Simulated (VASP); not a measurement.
A run of VASP 6.6.1 is set up as follows.

INCAR

```
SYSTEM = KI
  PREC = Accurate
  ENCUT = 500
  EDIFF = 1E-6
  ISMEAR = 0
  SIGMA = 0.01
  LREAL = .False.
  LASPH = .True.
  NELM = 120
  ALGO = Normal
  ISIF = 2
  LWAVE = .False.
  LCHARG = .True.
  GGA = PE
  LELF = .True.
  LVHAR = .True.
  NBANDS = 15
  GGA_COMPAT = .False.
```

File KPOINTS:

```
regular mesh
0
Gamma
  2 2 2
  0 0 0
```

POSCAR

```
KI
1.0
    0.0000000000      3.5442850250      3.5442850250
    3.5442850250      0.0000000000      3.5442850250
    3.5442850250      3.5442850250      0.0000000000
K I
1 1
Direct
    0.0000000000      0.0000000000      0.0000000000
    0.5000000000      0.5000000000      0.5000000000
```

Potentials or basis: VASP PAW PBE potentials, release 64 (K_sv, I).

Launch:

```bash
$ cat potpaw_PBE.64/K_sv/POTCAR potpaw_PBE.64/I/POTCAR > POTCAR
$ mpirun -np 1 vasp_std > vasp.out
```

Problem. Predict the band gap on the k mesh.

Solution. 3.91 eV, direct.

Problem. What does it give for the pressure?

Solution. 1.1 GPa.

Caveat: the k points lie up to 0.77 Å⁻¹ apart; spin-orbit coupling is left out, which moves the levels of the heavy elements. Expect the measured gap to be larger: semilocal functionals such as PBE lack the derivative discontinuity.
